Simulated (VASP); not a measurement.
# FeSi2 (P4/mmm) in VASP: notebook

Runs on FeSi2. Level: LDA. Tasks: relaxation of shape and atoms at fixed volume, relaxation of cell and atoms.

Everything below comes from runs of VASP 6.6.1. Logs are shortened: lines on timing, memory, paths and dates and some standing lists are left out, and cuts for length are marked.

## (1) The cell of the first run

It takes space group P4/mmm (No. 123, tetragonal). Conventional cell: a = 2.644 Å, b = 2.644 Å, c = 5.031 Å, α = 90.00°, β = 90.00°, γ = 90.00°. Within 3.1 Å of Fe (site symmetry 4/mmm) lie 8 Si at 2.31 Å and 4 Fe at 2.64 Å. Within 3.0 Å of Si (site symmetry 4mm) lie 6 Si at 2.30 to 2.73 Å and 4 Fe at 2.31 Å.

## (2) Relaxation of shape and atoms at fixed volume, LDA (11.73 Å³/atom)

File INCAR:

```
PREC     = Accurate       # precision mode
ENCUT    = 600            # plane-wave cutoff, eV
EDIFF    = 1E-6           # SCF threshold, eV
ISMEAR   = -1             # smearing method
SIGMA    = 0.15           # smearing width, eV
LREAL    = False          # projectors in reciprocal space
LASPH    = True           # aspherical terms in the spheres
NELM     = 60             # most SCF steps
ALGO     = Normal         # electronic algorithm
ISIF     = 4              # what is computed and relaxed
LWAVE    = False          # write WAVECAR
LCHARG   = False          # write CHGCAR
IBRION   = 2              # ionic algorithm
NSW      = 80             # ionic steps
EDIFFG   = -0.001         # ionic threshold
```

File KPOINTS:

```
Automatic mesh
0
Gamma
  16 16 8
```

File POSCAR:

```
FeSi2
1.0
    2.6441924346      0.0000000000      0.0000000000
    0.0000000000      2.6441924346      0.0000000000
    0.0000000000      0.0000000000      5.0314406715
Fe Si
1 2
Direct
    0.0000000000      0.0000000000      0.0000000000
    0.5000000000      0.5000000000      0.2710623481
    0.5000000000      0.5000000000      0.7289376519
```

Potentials or basis: VASP PAW LDA potentials, release 64 (Fe, Si).

Launch:

```sh
cat potpaw_LDA.64/Fe/POTCAR potpaw_LDA.64/Si/POTCAR > POTCAR
mpirun -np 1 vasp_std > vasp.out
```

OUTCAR:

```text
PREC = Accurate
   ENCUT = 600
   EDIFF = 1E-6
   ISMEAR = -1
   LREAL = False
   LASPH = True
   NELM = 60
   ISIF = 4
   IBRION = 2
   NSW = 80
   EDIFFG = -0.001

 ion  position               nearest neighbor table
   1  0.000  0.000  0.000-   2 2.31   3 2.31   2 2.31   3 2.31   2 2.31   3 2.31   2 2.31   3 2.31

   2  0.500  0.500  0.271-   3 2.30   1 2.31   1 2.31   1 2.31   1 2.31   3 2.73
   3  0.500  0.500  0.729-   2 2.30   1 2.31   1 2.31   1 2.31   1 2.31   2 2.73

  LATTYP: Found a simple tetragonal cell.
 ALAT       =     2.6441924346
 C/A-ratio  =     1.9028269674

  Lattice vectors:

 A1 = (   2.6441924346,   0.0000000000,   0.0000000000)
 A2 = (   0.0000000000,   2.6441924346,   0.0000000000)
 A3 = (   0.0000000000,   0.0000000000,   5.0314406715)

Analysis of symmetry for initial positions (statically):
=====================================================================
 Subroutine PRICEL returns:
 Original cell was already a primitive cell.

 Routine SETGRP: Setting up the symmetry group for a
 simple tetragonal supercell.

 Subroutine GETGRP returns: Found 16 space group operations
 (whereof 16 operations were pure point group operations)
 out of a pool of 16 trial point group operations.

The static configuration has the point symmetry D_4h.

Analysis of symmetry for dynamics (positions and initial velocities):
=====================================================================
 Subroutine PRICEL returns:
 Original cell was already a primitive cell.

 Routine SETGRP: Setting up the symmetry group for a
 simple tetragonal supercell.

 Subroutine GETGRP returns: Found 16 space group operations
 (whereof 16 operations were pure point group operations)
 out of a pool of 16 trial point group operations.

The dynamic configuration has the point symmetry D_4h.

 Subroutine INISYM returns: Found 16 space group operations
 (whereof 16 operations are pure point group operations),
 and found     1 'primitive' translations

----------------------------------------------------------------------------------------

                                     Primitive cell

  volume of cell :      35.1786

  direct lattice vectors                    reciprocal lattice vectors
     2.644192435  0.000000000  0.000000000     0.378187301  0.000000000  0.000000000
     0.000000000  2.644192435  0.000000000     0.000000000  0.378187301  0.000000000
     0.000000000  0.000000000  5.031440672     0.000000000  0.000000000  0.198750232

  length of vectors
     2.644192435  2.644192435  5.031440672     0.378187301  0.378187301  0.198750232

  position of ions in fractional coordinates (direct lattice)
     0.000000000  0.000000000  0.000000000
     0.500000000  0.500000000  0.271062348
     0.500000000  0.500000000  0.728937652

  ion indices of the primitive-cell ions
   primitive index   ion index
                 1           1
                 2           2
                 3           3

----------------------------------------------------------------------------------------

 KPOINTS: Automatic mesh

Automatic generation of k-mesh.
 Grid dimensions read from file:
 generate k-points for:   16   16    8

 Generating k-lattice:

  Cartesian coordinates                     Fractional coordinates (reciprocal lattice)
     0.023636706  0.000000000  0.000000000     0.062500000  0.000000000  0.000000000
     0.000000000  0.023636706  0.000000000     0.000000000  0.062500000  0.000000000
     0.000000000  0.000000000  0.024843779     0.000000000  0.000000000  0.125000000

  Length of vectors
     0.023636706  0.023636706  0.024843779

  Shift w.r.t. Gamma in fractional coordinates (k-lattice)
     0.000000000  0.000000000  0.000000000

 Subroutine IBZKPT returns following result:
 ===========================================

 Found    225 irreducible k-points:

 Following reciprocal coordinates:
            Coordinates               Weight
  0.000000  0.000000  0.000000      1.000000
  0.062500  0.000000  0.000000      4.000000
  0.125000  0.000000  0.000000      4.000000
  0.187500  0.000000  0.000000      4.000000
  0.250000  0.000000  0.000000      4.000000
  0.312500  0.000000  0.000000      4.000000
[... 16 lines left out ...]
  0.437500  0.125000  0.000000      8.000000
  0.500000  0.125000  0.000000      4.000000
 [... further k-points ...]
   k-points           NKPTS =    225   k-points in BZ     NKDIM =    225   number of bands    NBANDS=     12
   number of dos      NEDOS =    301   number of ions     NIONS =      3
   total plane-waves  NPLWV =  23040
   dimension x,y,z NGX =    24 NGY =   24 NGZ =   40
   dimension x,y,z NGXF=    48 NGYF=   48 NGZF=   80
   ions per type =               1   2
   NGX,Y,Z   is equivalent  to a cutoff of  15.09, 15.09, 13.22 a.u.
   NGXF,Y,Z  is equivalent  to a cutoff of  30.18, 30.18, 26.43 a.u.
 SYSTEM =  unknown system
   PREC   = accura    normal or accurate (medium, high low for compatibility)
   ISTART =      0    job   : 0-new  1-cont  2-samecut
   ICHARG =      2    charge: 1-file 2-atom 10-const
   ISPIN  =      1    spin polarized calculation?
   LNONCOLLINEAR =      F non collinear calculations
   LSORBIT =      F    spin-orbit coupling
   LASPH  =      T    aspherical Exc in radial PAW
   ENCUT  =  600.0 eV  44.10 Ry    6.64 a.u.   5.28  5.28 10.05*2*pi/ulx,y,z
   NELM   =     60;   NELMIN=  2; NELMDL= -5     # of ELM steps
   EDIFF  = 0.1E-05   stopping-criterion for ELM
   LREAL  =      F    real-space projection
   EDIFFG = -.1E-02   stopping-criterion for IOM
   NSW    =     80    number of steps for IOM
   IBRION =      2    ionic relax: 0-MD 1-quasi-New 2-CG
   NFREE  =      1    steps in history (QN), initial steepest desc. (CG)
   ISIF   =      4    stress and relaxation
   ISYM   =      2    0-nonsym 1-usesym 2-fastsym
   POTIM  = 0.5000    time-step for ionic-motion
   TEBEG  =    0.0;   TEEND  =   0.0 temperature during run
   PSTRESS=    0.0 pullay stress
   NELECT =      16.0000    total number of electrons
   NUPDOWN=      -1.0000    fix difference up-down
   EMIN   =  10.00;   EMAX   =-10.00  energy-range for DOS
   EFERMI =   0.00;   METHOD = LEGACY
   ISMEAR =    -1;   SIGMA  =   0.15  broadening in eV -4-tet -1-fermi 0-gaus
   EFERMI_NEDOS =   21; number of points for ismear=-14 and -15
   IALGO  =     38    algorithm
   IMIX   =      4    mixing-type and parameters
     AMIX     =   0.40;   BMIX     =  1.00
     AMIX_MAG =   1.60;   BMIX_MAG =  1.00
  volume/ion in A,a.u.               =      11.73        79.13
  Fermi-wavevector in a.u.,A,eV,Ry     =   1.258989  2.379145 21.565966  1.585054
  Thomas-Fermi vector in A             =   2.392571
   LORBIT       =      0    0 simple, 1 ext, 2 COOP (PROOUT), +10 PAW based schemes
   GGA     = CA    functional components
   LHFCALC =     F    Hartree Fock is set to
   AEXX    =    0.0000 exact exchange contribution
   IVDW    =     0    specifies the selected vdW correction
   LEPSILON=     F    determine dielectric tensor
   LRPA    =     F    only Hartree local field effects (RPA)
 conjugate gradient relaxation of ions
 non-spin polarized calculation
  energy-cutoff  :      600.00
  volume of cell :       35.18
 maximum number of plane-waves:      1205
 NGX is ok and might be reduce to    24
   NGX = 11   NGY = 11   NGZ = 21

--------------------------------------- Ionic step        1  -------------------------------------------

 number of electron      16.0000004 magnetization

 Free energy of the ion-electron system (eV)
  ---------------------------------------------------
  ext. energy  EPLUGINS =         0.00000000
  ---------------------------------------------------
  free energy    TOTEN  =       -22.88806793 eV

  energy without entropy =      -22.80964679  energy(sigma->0) =      -22.84885736

------------------------ aborting loop because EDIFF is reached ----------------------------------------

  FORCE on cell =-STRESS in cart. coord.  units (eV):
  Direction    XX          YY          ZZ          XY          YZ          ZX
  --------------------------------------------------------------------------------------
  -------------------------------------------------------------------------------------
  Total        1.0615898      1.0615898      1.2328204      0.0000000      0.0000000     -0.0000000
  in kB       48.3491507     48.3491507     56.1476937      0.0000000      0.0000000     -0.0000000
  external PRESSURE =      50.9486650 kB  Pullay stress =       0.0000000 kB
[... 133 lines left out ...]
  energy  without entropy=      -22.8114067369  energy(sigma->0) =      -22.85014894

--------------------------------------- Ionic step        5  -------------------------------------------

 number of electron      16.0000004 magnetization

 Free energy of the ion-electron system (eV)
  ---------------------------------------------------
  ext. energy  EPLUGINS =         0.00000000
  ---------------------------------------------------
  free energy    TOTEN  =       -22.88890032 eV

  energy without entropy =      -22.81135979  energy(sigma->0) =      -22.85013005

 E-fermi :  10.5231     XC(G=0): -12.3502

 val. band max:       10.5101514053   @ k =   0.3125   0.2500   0.0000
 cond. band min:      10.5346216288   @ k =   0.3750   0.3750   0.2500
 fundamental gap:      0.0244702235
 Fermi energy:        10.5230949573

 k-point     1 :       0.0000    0.0000    0.0000
  band No.  band energies     occupation
      1      -3.6913      2.00000
      2       1.2759      2.00000
      3       2.3554      2.00000
      4       6.7622      2.00000
      5       8.8148      1.99998
      6       9.0038      1.99992
      7       9.0038      1.99992
      8       9.9641      1.95299
      9      15.3732      0.00000
     10      15.3732      0.00000
     11      17.3433      0.00000
     12      17.8342      0.00000
[... 331 lines left out ...]
 k-point    24 :       0.5000    0.1250    0.0000
  band No.  band energies     occupation
      1       0.7342      2.00000
      2       2.6913      2.00000
      3       3.6740      2.00000
      4       5.9384      2.00000
      5       6.5289      2.00000
      6       7.4979      2.00000
      7       8.5832      2.00000
      8       9.7775      1.98622
      9      10.6828      0.51294
     10      12.2647      0.00002
     11      13.0526      0.00000
     12      16.0809      0.00000

 [... further k-points ...]

------------------------ aborting loop because EDIFF is reached ----------------------------------------

  FORCE on cell =-STRESS in cart. coord.  units (eV):
  Direction    XX          YY          ZZ          XY          YZ          ZX
  --------------------------------------------------------------------------------------
  -------------------------------------------------------------------------------------
  Total        1.0559573      1.0559573      1.0552652      0.0000000      0.0000000      0.0000000
  in kB       48.0926225     48.0926225     48.0611017      0.0000000      0.0000000      0.0000000
  external PRESSURE =      48.0821156 kB  Pullay stress =       0.0000000 kB
[... 18 lines left out ...]
  FREE ENERGIE OF THE ION-ELECTRON SYSTEM (eV)
  ---------------------------------------------------
  free  energy   TOTEN  =       -22.8889003197 eV

  energy  without entropy=      -22.8113597874  energy(sigma->0) =      -22.85013005

 reached required accuracy - stopping structural energy minimisation
```

It took 3 min on 1 thread of Intel Xeon Platinum 8488C (Sapphire Rapids), shared host; peak memory 0.24 GiB.

Results:

- Free energy: -22.8889 eV
- Energy gained by relaxing: 0.3 meV/atom
- Ionic steps: 5
- Pressure after relaxing: 4.8 GPa
- Band gap on the k mesh: zero (bands 8 and 9 overlap by 0.38 eV)

Step by step:
```
step  energy change (eV)  largest force (eV/Å)  pressure (GPa)  volume (Å³)
   1              0.0000                0.1389            5.09        35.18
   2             -0.0007                0.0752            4.74        35.18
   3             -0.0008                0.0151            4.81        35.18
   4             -0.0008                0.0064            4.79        35.18
   5             -0.0008                0.0000            4.81        35.18
```

Final structure:
```
Fe Si
1.0
     2.64133    0.00000    0.00000
     0.00000    2.64133    0.00000
     0.00000    0.00000    5.04235
Fe Si
1 2
Direct
  0.00000 0.00000 0.00000
  0.50000 0.50000 0.27199
  0.50000 0.50000 0.72801
```

Caveat: the run has no spin polarisation, though such a crystal can be magnetic.

## (3) Relaxation of cell and atoms, LDA

This run uses another cell than the first one, of 11.94 Å³/atom.

File INCAR:

```
ALGO     = Normal         # electronic algorithm
EDIFF    = 1E-7           # SCF threshold, eV
EDIFFG   = -0.001         # ionic threshold
ENCUT    = 600            # plane-wave cutoff, eV
IBRION   = 2              # ionic algorithm
ISIF     = 3              # what is computed and relaxed
ISMEAR   = -1             # smearing method
LASPH    = T              # aspherical terms in the spheres
LCHARG   = F              # write CHGCAR
LREAL    = F              # projectors in reciprocal space
LWAVE    = F              # write WAVECAR
NELM     = 100            # most SCF steps
NSW      = 80             # ionic steps
PREC     = Accurate       # precision mode
SIGMA    = 0.15           # smearing width, eV
```

File KPOINTS:

```
k-points
0
Gamma
  16 16 8
```

File POSCAR:

```
FeSi2
1.0
    2.6591955998      0.0000000000      0.0000000000
    0.0000000000      2.6591955998      0.0000000000
    0.0000000000      0.0000000000      5.0669515202
Fe Si
1 2
Direct
    0.0000000000      0.0000000000      0.0000000000
    0.5000000000      0.5000000000      0.2713853251
    0.5000000000      0.5000000000      0.7286146749
```

Potentials or basis: VASP PAW LDA potentials, release 64 (Fe, Si).

Launch:

```sh
cat potpaw_LDA.64/Fe/POTCAR potpaw_LDA.64/Si/POTCAR > POTCAR
mpirun -np 1 vasp_std > vasp.out
```

Wall time 3.1 min (1 thread of Intel Xeon Platinum 8488C (Sapphire Rapids), shared host); peak memory 0.25 GiB.

The run converged. Its results:

* Free energy: -22.9009 eV
* Relaxed volume: 12.00 Å³/atom
* Relaxed cell: a = 2.664 Å, b = 2.664 Å, c = 5.069 Å, α = 90.00°, β = 90.00°, γ = 90.00°
* Space group after relaxing (to 0.1 Å): P4/mmm (No. 123)
* Energy gained by relaxing: 0.1 meV/atom
* Ionic steps: 6
* Pressure after relaxing: 0.0 GPa
* Band gap on the k mesh: zero (bands 8 and 9 overlap by 0.33 eV)

The path:
```csv
step,energy change (eV),largest force (eV/Å),pressure (GPa),volume (Å³)
1,0.0000,0.0009,0.84,35.83
2,0.0002,0.0495,-1.04,36.15
3,-0.0004,0.0235,-0.03,35.98
4,-0.0004,0.0022,-0.01,35.99
5,-0.0004,0.0020,0.00,35.99
6,-0.0004,0.0009,-0.01,35.99
```

Final structure:
```
Fe Si
1.0
     2.66439    0.00000    0.00000
     0.00000    2.66439    0.00000
     0.00000    0.00000    5.06923
Fe Si
1 2
Cartesian
  0.0000 0.0000 5.0692
  1.3322 1.3322 1.3748
  1.3322 1.3322 3.6945
```

Levels at points of the mesh, in eV from the Fermi level:
| k point | band 6 | band 7 | band 8 | band 9 | band 10 | band 11 |
| --- | --- | --- | --- | --- | --- | --- |
| (0.00, 0.00, 0.00) | -1.49 | -1.49 | -0.57 | 4.69 | 4.69 | 6.77 |
| (0.50, 0.00, 0.00) | -3.22 | -2.07 | -1.07 | 0.17 | 1.63 | 2.43 |
| (0.50, 0.50, 0.00) | -3.21 | -2.25 | 0.22 | 0.68 | 2.72 | 3.09 |
| (0.00, 0.00, 0.50) | -1.54 | -1.54 | -0.57 | 2.69 | 5.87 | 5.87 |
| (0.50, 0.00, 0.50) | -2.45 | -2.06 | -1.08 | 0.68 | 2.52 | 5.08 |
| (0.50, 0.50, 0.50) | -3.23 | -1.77 | 0.22 | 0.46 | 0.46 | 1.24 |

Caveat: the run has no spin polarisation, though such a crystal can be magnetic.

(Continued in part 2 of 2.)
